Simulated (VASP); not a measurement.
# SiC (P6_3/mmc) in VASP: settings compared

Aim: see how the results for SiC move with the level of theory and the settings. Levels: PBE, r2SCAN. Tasks: single point.

Everything below comes from runs of VASP 6.6.1. Logs are shortened: lines on timing, memory, paths and dates and some standing lists are left out, and cuts for length are marked.

## 1. The cell of the first run

It takes space group P6_3/mmc (No. 194, hexagonal). Conventional cell: a = 2.857 Å, b = 2.857 Å, c = 4.702 Å, α = 90.00°, β = 90.00°, γ = 120.00°. Si (site symmetry -3m) has 6 C at 2.03 Å and 2 Si at 2.35 Å within 2.7 Å. Within 2.7 Å of C (site symmetry -6m2) lie 6 Si at 2.03 Å.

## 2. Single point, PBE

INCAR reads:

```
SYSTEM = SiC
PREC     = Accurate       ! precision mode
ENCUT    = 520            ! plane-wave cutoff, eV
EDIFF    = 1E-6           ! SCF threshold, eV
ISMEAR   = -1             ! smearing method
SIGMA    = 0.02           ! smearing width, eV
LREAL    = .FALSE.        ! projectors in reciprocal space
LASPH    = .TRUE.         ! aspherical terms in the spheres
NELM     = 80             ! most SCF steps
ALGO     = Normal         ! electronic algorithm
ISIF     = 2              ! what is computed and relaxed
LWAVE    = .FALSE.        ! write WAVECAR
LCHARG   = .TRUE.         ! write CHGCAR
GGA      = PE             ! functional
LELF     = .TRUE.         ! ELF
LVHAR    = .TRUE.       
NBANDS   = 16             ! bands
```

KPOINTS reads:

```
Automatic mesh
0
G
  12 12 6
  0 0 0
```

POSCAR reads:

```
SiC
1.0
    2.8568528442      0.0000000000      0.0000000000
   -1.4284264221      2.4741071379      0.0000000000
    0.0000000000      0.0000000000      4.7019938926
Si C
2 2
Direct
    0.0000000000      0.0000000000      0.0000000000
    0.0000000000      0.0000000000      0.5000000000
    0.3333333333      0.6666666667      0.2500000000
    0.6666666667      0.3333333333      0.7500000000
```

Potentials or basis: VASP PAW PBE potentials, release 64 (Si, C).

Launch:

```console
> cat potpaw_PBE.64/Si/POTCAR potpaw_PBE.64/C/POTCAR > POTCAR
> mpirun -np 1 vasp_std > vasp.out
```

OUTCAR:

```text
SYSTEM = SiC
   PREC = Accurate
   ENCUT = 520
   EDIFF = 1E-6
   ISMEAR = -1
   LREAL = .FALSE.
   LASPH = .TRUE.
   NELM = 80
   ISIF = 2
   GGA = PE

 ion  position               nearest neighbor table
   1  0.000  0.000  0.000-   3 2.03   4 2.03   3 2.03   4 2.03   4 2.03   3 2.03   2 2.35   2 2.35

   2  0.000  0.000  0.500-   3 2.03   4 2.03   3 2.03   4 2.03   4 2.03   3 2.03   1 2.35   1 2.35

   3  0.333  0.667  0.250-   1 2.03   2 2.03   1 2.03   2 2.03   1 2.03   2 2.03
   4  0.667  0.333  0.750-   1 2.03   2 2.03   1 2.03   2 2.03   1 2.03   2 2.03

  LATTYP: Found a hexagonal cell.
 ALAT       =     2.8568528442
 C/A-ratio  =     1.6458649252

  Lattice vectors:

 A1 = (   2.8568528442,   0.0000000000,   0.0000000000)
 A2 = (  -1.4284264221,   2.4741071379,   0.0000000000)
 A3 = (   0.0000000000,   0.0000000000,   4.7019938926)

Analysis of symmetry for initial positions (statically):
=====================================================================
 Subroutine PRICEL returns:
 Original cell was already a primitive cell.

 Routine SETGRP: Setting up the symmetry group for a
 hexagonal supercell.

 Subroutine GETGRP returns: Found 24 space group operations
 (whereof 12 operations were pure point group operations)
 out of a pool of 24 trial point group operations.

The static configuration has the point symmetry D_3d.
 The point group associated with its full space group is D_6h.

Analysis of symmetry for dynamics (positions and initial velocities):
=====================================================================
 Subroutine PRICEL returns:
 Original cell was already a primitive cell.

 Routine SETGRP: Setting up the symmetry group for a
 hexagonal supercell.

 Subroutine GETGRP returns: Found 24 space group operations
 (whereof 12 operations were pure point group operations)
 out of a pool of 24 trial point group operations.

The dynamic configuration has the point symmetry D_3d.
 The point group associated with its full space group is D_6h.

 Subroutine INISYM returns: Found 24 space group operations
 (whereof 12 operations are pure point group operations),
 and found     1 'primitive' translations

----------------------------------------------------------------------------------------

                                     Primitive cell

  volume of cell :      33.2344

  direct lattice vectors                    reciprocal lattice vectors
     2.856852844  0.000000000  0.000000000     0.350035530  0.202093108  0.000000000
    -1.428426422  2.474107138  0.000000000     0.000000000  0.404186215  0.000000000
     0.000000000  0.000000000  4.701993893     0.000000000  0.000000000  0.212675733

  length of vectors
     2.856852844  2.856852844  4.701993893     0.404186215  0.404186215  0.212675733

  position of ions in fractional coordinates (direct lattice)
     0.000000000  0.000000000  0.000000000
     0.000000000  0.000000000  0.500000000
     0.333333333  0.666666667  0.250000000
     0.666666667  0.333333333  0.750000000

  ion indices of the primitive-cell ions
   primitive index   ion index
                 1           1
                 2           2
                 3           3
                 4           4

----------------------------------------------------------------------------------------

 KPOINTS: Automatic mesh

Automatic generation of k-mesh.
 Grid dimensions read from file:
 generate k-points for:   12   12    6

 Generating k-lattice:

  Cartesian coordinates                     Fractional coordinates (reciprocal lattice)
     0.029169628  0.016841092  0.000000000     0.083333333 -0.000000000  0.000000000
     0.000000000  0.033682185  0.000000000     0.000000000  0.083333333  0.000000000
     0.000000000  0.000000000  0.035445956     0.000000000  0.000000000  0.166666667

  Length of vectors
     0.033682185  0.033682185  0.035445956

  Shift w.r.t. Gamma in fractional coordinates (k-lattice)
     0.000000000  0.000000000  0.000000000

 Subroutine IBZKPT returns following result:
 ===========================================

 Found     76 irreducible k-points:

 Following reciprocal coordinates:
            Coordinates               Weight
  0.000000  0.000000  0.000000      1.000000
  0.083333 -0.000000  0.000000      6.000000
  0.166667  0.000000  0.000000      6.000000
  0.250000  0.000000  0.000000      6.000000
  0.333333 -0.000000  0.000000      6.000000
  0.416667  0.000000  0.000000      6.000000
[... 16 lines left out ...]
  0.250000  0.000000  0.166667     12.000000
  0.333333 -0.000000  0.166667     12.000000
 [... further k-points ...]
   k-points           NKPTS =     76   k-points in BZ     NKDIM =     76   number of bands    NBANDS=     16
   number of dos      NEDOS =    301   number of ions     NIONS =      4
   total plane-waves  NPLWV =  20736
   dimension x,y,z NGX =    24 NGY =   24 NGZ =   36
   dimension x,y,z NGXF=    48 NGYF=   48 NGZF=   72
   ions per type =               2   2
   NGX,Y,Z   is equivalent  to a cutoff of  13.97, 13.97, 12.73 a.u.
   NGXF,Y,Z  is equivalent  to a cutoff of  27.93, 27.93, 25.46 a.u.
 SYSTEM =  SiC
   PREC   = accura    normal or accurate (medium, high low for compatibility)
   ISTART =      0    job   : 0-new  1-cont  2-samecut
   ICHARG =      2    charge: 1-file 2-atom 10-const
   ISPIN  =      1    spin polarized calculation?
   LNONCOLLINEAR =      F non collinear calculations
   LSORBIT =      F    spin-orbit coupling
   LASPH  =      T    aspherical Exc in radial PAW
   ENCUT  =  520.0 eV  38.22 Ry    6.18 a.u.   5.31  5.31  8.74*2*pi/ulx,y,z
   NELM   =     80;   NELMIN=  2; NELMDL= -5     # of ELM steps
   EDIFF  = 0.1E-05   stopping-criterion for ELM
   LREAL  =      F    real-space projection
   EDIFFG = 0.1E-04   stopping-criterion for IOM
   NSW    =      0    number of steps for IOM
   IBRION =     -1    ionic relax: 0-MD 1-quasi-New 2-CG
   NFREE  =      0    steps in history (QN), initial steepest desc. (CG)
   ISIF   =      2    stress and relaxation
   ISYM   =      2    0-nonsym 1-usesym 2-fastsym
   POTIM  = 0.5000    time-step for ionic-motion
   TEBEG  =    0.0;   TEEND  =   0.0 temperature during run
   PSTRESS=    0.0 pullay stress
   NELECT =      16.0000    total number of electrons
   NUPDOWN=      -1.0000    fix difference up-down
   EMIN   =  10.00;   EMAX   =-10.00  energy-range for DOS
   EFERMI =   0.00;   METHOD = LEGACY
   ISMEAR =    -1;   SIGMA  =   0.02  broadening in eV -4-tet -1-fermi 0-gaus
   EFERMI_NEDOS =   21; number of points for ismear=-14 and -15
   IALGO  =     38    algorithm
   IMIX   =      4    mixing-type and parameters
     AMIX     =   0.40;   BMIX     =  1.00
     AMIX_MAG =   1.60;   BMIX_MAG =  1.00
  volume/ion in A,a.u.               =       8.31        56.07
  Fermi-wavevector in a.u.,A,eV,Ry     =   1.283075  2.424660 22.399016  1.646281
  Thomas-Fermi vector in A             =   2.415349
   LORBIT       =      0    0 simple, 1 ext, 2 COOP (PROOUT), +10 PAW based schemes
   GGA     = PE    functional components
   LHFCALC =     F    Hartree Fock is set to
   AEXX    =    0.0000 exact exchange contribution
   IVDW    =     0    specifies the selected vdW correction
   LEPSILON=     F    determine dielectric tensor
   LRPA    =     F    only Hartree local field effects (RPA)
 non-spin polarized calculation
  energy-cutoff  :      520.00
  volume of cell :       33.23
 maximum number of plane-waves:       907
 NGX is ok and might be reduce to    24
   NGX = 11   NGY = 11   NGZ = 17

 number of electron      15.9999999 magnetization

 Free energy of the ion-electron system (eV)
  ---------------------------------------------------
  ext. energy  EPLUGINS =         0.00000000
  ---------------------------------------------------
  free energy    TOTEN  =       -26.96489521 eV

  energy without entropy =      -26.96435478  energy(sigma->0) =      -26.96462499

 E-fermi :  12.1224     XC(G=0): -12.6416

 val. band max:       12.1049320710   @ k =   0.0833   0.0833   0.0000
 cond. band min:      12.1365582495   @ k =   0.0833  -0.0000   0.0000
 fundamental gap:      0.0316261785
 Fermi energy:        12.1223625002

 k-point     1 :       0.0000    0.0000    0.0000
  band No.  band energies     occupation
      1      -6.2003      2.00000
      2      -1.2056      2.00000
      3       0.7453      2.00000
      4      11.3286      2.00000
      5      11.3286      2.00000
      6      11.8700      1.99999
[... 8 lines left out ...]
     15      21.7826      0.00000
     16      22.1452      0.00000

 k-point     2 :       0.0833   -0.0000    0.0000
  band No.  band energies     occupation
      1      -6.0504      2.00000
      2      -1.0804      2.00000
      3       0.8992      2.00000
      4      10.1455      2.00000
      5      10.7500      2.00000
      6      11.4921      2.00000
[... 8 lines left out ...]
     15      20.9580      0.00000
     16      21.5801      0.00000

 k-point     3 :       0.1667    0.0000    0.0000
  band No.  band energies     occupation
      1      -5.6022      2.00000
      2      -0.7110      2.00000
      3       1.3581      2.00000
      4       7.9940      2.00000
      5       9.9053      2.00000
      6      10.2409      2.00000
[... 8 lines left out ...]
     15      21.4627      0.00000
     16      22.3144      0.00000

 k-point     4 :       0.2500    0.0000    0.0000
  band No.  band energies     occupation
      1      -4.8604      2.00000
      2      -0.1268      2.00000
      3       2.1123      2.00000
      4       5.7181      2.00000
      5       8.6307      2.00000
      6       9.1383      2.00000
[... 8 lines left out ...]
     15      22.5809      0.00000
     16      23.0209      0.00000
[... 324 lines left out ...]
 k-point    22 :       0.1667    0.0000    0.1667
  band No.  band energies     occupation
      1      -5.4372      2.00000
      2      -1.6909      2.00000
      3       2.5956      2.00000
      4       8.1189      2.00000
      5       9.9957      2.00000
      6      10.0207      2.00000
[... 8 lines left out ...]
     15      21.7067      0.00000
     16      21.7436      0.00000

 k-point    23 :       0.2500    0.0000    0.1667
  band No.  band energies     occupation
      1      -4.6973      2.00000
      2      -1.0323      2.00000
      3       3.2262      2.00000
      4       5.8959      2.00000
      5       8.2380      2.00000
      6       9.2662      2.00000
[... 8 lines left out ...]
     15      23.0719      0.00000
     16      23.2201      0.00000

 k-point    24 :       0.3333   -0.0000    0.1667
  band No.  band energies     occupation
      1      -3.6752      2.00000
      2      -0.1948      2.00000
      3       3.3134      2.00000
      4       4.6209      2.00000
      5       6.4063      2.00000
      6       8.6824      2.00000
[... 8 lines left out ...]
     15      24.5202      0.00000
     16      24.6681      0.00000

 [... further k-points ...]

------------------------ aborting loop because EDIFF is reached ----------------------------------------

  FORCE on cell =-STRESS in cart. coord.  units (eV):
  Direction    XX          YY          ZZ          XY          YZ          ZX
  --------------------------------------------------------------------------------------
  -------------------------------------------------------------------------------------
  Total        0.7982034      0.7982034      1.6587140     -0.0000000     -0.0000000      0.0000000
  in kB       38.4800596     38.4800596     79.9638427     -0.0000000     -0.0000000      0.0000000
  external PRESSURE =      52.3079873 kB  Pullay stress =       0.0000000 kB

 VOLUME and BASIS-vectors are now :
 -----------------------------------------------------------------------------
  energy-cutoff  :      520.00
  volume of cell :       33.23
      direct lattice vectors                 reciprocal lattice vectors
     2.856852844  0.000000000  0.000000000     0.350035530  0.202093108  0.000000000
    -1.428426422  2.474107138  0.000000000     0.000000000  0.404186215  0.000000000
     0.000000000  0.000000000  4.701993893     0.000000000  0.000000000  0.212675733

 POSITION                                       TOTAL-FORCE (eV/Angst)
 -----------------------------------------------------------------------------------
      0.00000      0.00000      0.00000         0.000000      0.000000      0.000000
      0.00000      0.00000      2.35100         0.000000      0.000000      0.000000
     -0.00000      1.64940      1.17550        -0.000000      0.000000     -0.000000
      1.42843      0.82470      3.52650        -0.000000      0.000000     -0.000000
 -----------------------------------------------------------------------------------
    total drift:                               -0.000000      0.000000     -0.000000

  FREE ENERGIE OF THE ION-ELECTRON SYSTEM (eV)
  ---------------------------------------------------
  free  energy   TOTEN  =       -26.9648952084 eV

  energy  without entropy=      -26.9643547807  energy(sigma->0) =      -26.96462499
```

Run time: 44 s. Hardware: 1 thread of Intel Xeon 8259CL, shared host; peak memory 0.17 GiB.

What came out:

```yaml
Free_energy: -26.9649 eV
Pressure: 5.2 GPa
Band_gap_on_the_k_mesh: zero (bands 8 and 9 overlap by 1.51 eV)
```

Caveat: the cell stands under pressure.

## 3. Single point, PBE

This run uses another cell than the first one, of 8.47 Å³/atom.

INCAR reads:

```
PREC     = Accurate       # precision mode
ENCUT    = 520            # plane-wave cutoff, eV
EDIFF    = 1E-6           # SCF threshold, eV
ISMEAR   = -1             # smearing method
SIGMA    = 0.02           # smearing width, eV
LREAL    = False          # projectors in reciprocal space
LASPH    = True           # aspherical terms in the spheres
NELM     = 60             # most SCF steps
ALGO     = Normal         # electronic algorithm
ISIF     = 2              # what is computed and relaxed
LWAVE    = False          # write WAVECAR
LCHARG   = False          # write CHGCAR
GGA      = PE             # functional
NBANDS   = 16             # bands
```

KPOINTS reads:

```
Automatic mesh
0
Gamma
  12 12 6
```

POSCAR reads:

```
SiC
1.0
    2.8705035070      0.0000000000      0.0000000000
   -1.4352517535      2.4859289587      0.0000000000
    0.0000000000      0.0000000000      4.7477778643
Si C
2 2
Direct
    0.0000000000      0.0000000000      0.0000000000
    0.0000000000      0.0000000000      0.5000000000
    0.3333333333      0.6666666667      0.2500000000
    0.6666666667      0.3333333333      0.7500000000
```

Potentials or basis: VASP PAW PBE potentials, release 64 (Si, C).

Launch:

```console
> cat potpaw_PBE.64/Si/POTCAR potpaw_PBE.64/C/POTCAR > POTCAR
> mpirun -np 1 vasp_std > vasp.out
```

Wall time 43 s (1 thread of Intel Xeon 8259CL, shared host); peak memory 0.17 GiB.

The run converged. Its results:

```yaml
Free_energy: -26.9767 eV
Pressure: 0.1 GPa
Band_gap_on_the_k_mesh: zero (bands 8 and 9 overlap by 1.56 eV)
```

Stress tensor (GPa, compression positive):
```
 0.15  0.00  0.00
 0.00  0.15  0.00
 0.00  0.00 -0.05
```

Levels at points of the mesh, in eV from the Fermi level:
| k point | band 5 | band 6 | band 7 | band 8 | band 9 | band 10 | band 11 | band 12 |
| --- | --- | --- | --- | --- | --- | --- | --- | --- |
| (0.00, 0.00, 0.00) | -0.71 | -0.21 | -0.21 | 0.17 | 5.39 | 5.72 | 7.48 | 8.12 |
| (0.50, 0.00, 0.00) | -6.73 | -5.10 | -3.95 | -0.86 | 2.07 | 3.05 | 5.44 | 5.70 |
| (0.00, 0.00, 0.50) | -0.37 | -0.37 | -0.37 | -0.37 | 5.72 | 5.72 | 7.01 | 7.01 |
| (0.50, 0.00, 0.50) | -2.94 | -2.94 | -2.79 | -2.79 | 2.52 | 2.52 | 4.35 | 4.35 |

## 4. Single point, r2SCAN

POSCAR reads:

```
SiC
1.0
    2.8568528442      0.0000000000      0.0000000000
   -1.4284264221      2.4741071379      0.0000000000
    0.0000000000      0.0000000000      4.7019938926
Si C
2 2
Direct
    0.0000000000      0.0000000000      0.0000000000
    0.0000000000      0.0000000000      0.5000000000
    0.3333333333      0.6666666667      0.2500000000
    0.6666666667      0.3333333333      0.7500000000
```

INCAR.step1 reads:

```
PREC = Accurate
ENCUT = 520
ISMEAR = -1
SIGMA = 0.02
LREAL = F
LASPH = T
NELM = 80
NBANDS = 16
GGA = PE
ALGO = Normal
EDIFF = 1E-4
LWAVE = T
LCHARG = F
```

INCAR.step2 reads:

```
PREC = Accurate
ENCUT = 520
EDIFF = 1E-7
ISMEAR = -1
SIGMA = 0.02
LREAL = F
LASPH = T
NELM = 80
ALGO = Normal
ISIF = 2
LWAVE = F
LCHARG = F
METAGGA = R2SCAN
LMIXTAU = T
NBANDS = 16
ISTART = 1
```

KPOINTS reads:

```
regular mesh
0
Gamma
  12 12 6
```

Launch:

```console
> cat potpaw_PBE.64/Si/POTCAR potpaw_PBE.64/C/POTCAR > POTCAR
> cp INCAR.step1 INCAR
> mpirun -np 1 vasp_std > vasp.out
> cp INCAR.step2 INCAR
> mpirun -np 1 vasp_std > vasp.out
```

Wall time 3.3 min (1 thread of Intel Xeon 8259CL, shared host); peak memory 0.18 GiB.

Results (log left out):

| Item | Value |
| --- | --- |
| Free energy | -35.2136 eV |
| Pressure | 0.2 GPa |
| Band gap on the k mesh | zero (bands 8 and 9 overlap by 1.21 eV) |

Stress tensor (GPa, compression positive):
```
0.24 0.00 0.00
0.00 0.24 0.00
0.00 0.00 0.01
```

Levels at points of the mesh, in eV from the Fermi level:
```tsv
k point	band 4	band 5	band 6	band 7	band 8	band 9	band 10	band 11	band 12	band 13
(0.00, 0.00, 0.00)	-0.86	-0.86	-0.24	-0.24	0.27	5.74	6.19	8.43	8.77	8.77
(0.50, 0.00, 0.00)	-8.66	-7.14	-5.22	-4.28	-0.98	2.37	3.61	5.97	6.25	10.69
(0.00, 0.00, 0.50)	-5.76	-0.46	-0.46	-0.46	-0.46	6.18	6.18	7.53	7.53	7.53
(0.50, 0.00, 0.50)	-11.09	-3.15	-3.15	-3.03	-3.03	3.11	3.11	4.79	4.79	10.53
```

Caveat: the PAW data sets were made with another functional, which shifts forces and pressure a little.

## 5. The runs side by side

```tsv
level	cell	gap on the mesh (eV)	pressure (GPa)
PBE	a = 2.857, b = 2.857, c = 4.702 Å, angles 90.0, 90.0, 120.0°, 4 atoms	none	5.2
PBE	a = 2.871, b = 2.871, c = 4.748 Å, angles 90.0, 90.0, 120.0°, 4 atoms	none	0.1
r2SCAN	a = 2.857, b = 2.857, c = 4.702 Å, angles 90.0, 90.0, 120.0°, 4 atoms	none	0.2
```

Alike in all rows: task single point; potentials or basis VASP PAW PBE potentials, release 64 (Si, C); no spin polarisation; k mesh 12 × 12 × 6; cutoff (eV) 520; smearing fermi-dirac 0.02 eV.

Caveats: the cell stands under pressure (at least some runs); the PAW data sets were made with another functional, which shifts forces and pressure a little (at least some runs).

Total energies depend on the potentials used, so only differences within one code and one set of settings carry meaning.
